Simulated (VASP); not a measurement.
Runs of VASP 6.6.1 on BP (zinc blende). The structure is that of space group F-43m (No. 216), or close to it. The cells are those of the table. 

```csv
cell,gap on the mesh (eV),pressure (GPa)
"a = 2.874 Å, angles 60.0°, 2 atoms",0.52,97.0
"a = 2.763 Å, angles 60.0°, 2 atoms",(c),163.7
"a = 2.705 Å, angles 60.0°, 2 atoms",(a),(b)
"a = 2.820 Å, angles 60.0°, 2 atoms",0.40,126.6
```

Alike in all rows: task single point; level PBEsol; potentials or basis VASP PAW PBE potentials, release 64 (B, P); no spin polarisation; k mesh 12 × 12 × 12; cutoff (eV) 500; smearing gaussian 0.05 eV.

Problem. Estimate the missing entries.

Solution. (a) 0.16; (b) 210.4; (c) 0.28.

Caveats: the PAW data sets were made with another functional, which shifts forces and pressure a little.

A k mesh can miss the band edges.
